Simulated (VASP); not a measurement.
Set up this calculation in VASP 6.6.1, as the native input.

* Task: single point
* Functional: PBEsol
* Potentials or basis: VASP PAW PBE potentials, release 64 (Lu)
* Cutoff: 520 eV
* k mesh: 9 × 9 × 5
* Occupations: fermi-dirac, width 0.05 eV
* Spin: no spin polarisation
* Dipole correction: no
* Further INCAR settings: ALGO = Normal; EDIFF = 1e-06; NBANDS = 32

The structure of Lu lies in POSCAR:

```
Lu
1.0
    3.4557550070      0.0000000000      0.0000000000
   -1.7278775035      2.9927716254      0.0000000000
    0.0000000000      0.0000000000      5.4758786414
Lu
2
Direct
    0.6666666667      0.3333333333      0.7500000000
    0.3333333333      0.6666666667      0.2500000000
```

These files were run (other wordings do the same):

INCAR

```
  PREC = Accurate
  ENCUT = 520
  EDIFF = 1E-6
  ISMEAR = -1
  SIGMA = 0.05
  LREAL = F
  LASPH = T
  NELM = 80
  ALGO = Normal
  ISIF = 2
  LWAVE = F
  LCHARG = F
  GGA = PS
  NBANDS = 32
```

KPOINTS

```
Automatic mesh
0
Gamma
  9 9 5
```

Potentials or basis: VASP PAW PBE potentials, release 64 (Lu).

Command:

```sh
$ cat potpaw_PBE.64/Lu/POTCAR > POTCAR
$ mpirun -np 1 vasp_std > vasp.out
```

Results of the run:

The pressure is -1.2 GPa and the band gap on the k mesh is zero (bands 25 and 26 overlap by 1.46 eV).

Caveat: the PAW data sets were made with another functional, which shifts forces and pressure a little; spin-orbit coupling is left out, which moves the levels of the heavy elements.

Wall time 93 s on 1 thread of Intel Xeon 8259CL, on a shared host, peak memory 0.22 GiB.
